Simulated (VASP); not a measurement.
Wanted: the native input for a VASP 6.6.1 run.

```
Task                   : single point
Functional             : PBEsol
Dispersion             : D3(BJ)
Potentials or basis    : VASP PAW PBE potentials, release 64 (S)
Cutoff                 : 520 eV
k mesh                 : 7 × 7 × 7
Occupations            : fermi-dirac, width 0.05 eV
Spin                   : no spin polarisation
Dipole correction      : no
Further INCAR settings : ALGO = Normal; EDIFF = 1e-06; NBANDS = 27
```

The structure of S lies in POSCAR:

```
S
1.0
    5.1213100044      2.9567897096      1.3261863227
   -5.1213100044      2.9567897096      1.3261863227
    0.0000000000     -5.9135794193      1.3261863226
S
6
Direct
    0.8429417966      0.0863531048      0.7294964776
    0.0863531048      0.7294964776      0.8429417966
    0.7294964776      0.8429417966      0.0863531048
    0.1570582034      0.9136468952      0.2705035224
    0.9136468952      0.2705035224      0.1570582034
    0.2705035224      0.1570582034      0.9136468952
```

One way to write it, as run:

INCAR

```
SYSTEM = S
ALGO = Normal ; EDIFF = 1E-6
ENCUT = 520 ; GGA = PS
ISIF = 2 ; ISMEAR = -1
IVDW = 12 ; LASPH = .True.
LCHARG = .False. ; LREAL = .False.
LWAVE = .False. ; NBANDS = 27
NELM = 80 ; PREC = Accurate
SIGMA = 0.05
```

KPOINTS

```
k-points
0
Gamma
  7 7 7
  0 0 0
```

Potentials or basis: VASP PAW PBE potentials, release 64 (S).

Run with:

```sh
$ cat potpaw_PBE.64/S/POTCAR > POTCAR
$ mpirun -np 1 vasp_std > vasp.out
```

It gave:

```
Pressure                   : -0.7 GPa
Largest force              : 0.104 eV/Å
Band gap on the k mesh     : 1.81 eV (least direct gap 1.86 eV)
Dispersion energy per atom : -0.237 eV
```

Caveat: three body term missing; the PAW data sets were made with another functional, which shifts forces and pressure a little.

Run time: 2.5 min on 1 thread of AMD EPYC 9R45 (Zen 5), with other jobs on the host, peak memory 0.34 GiB.
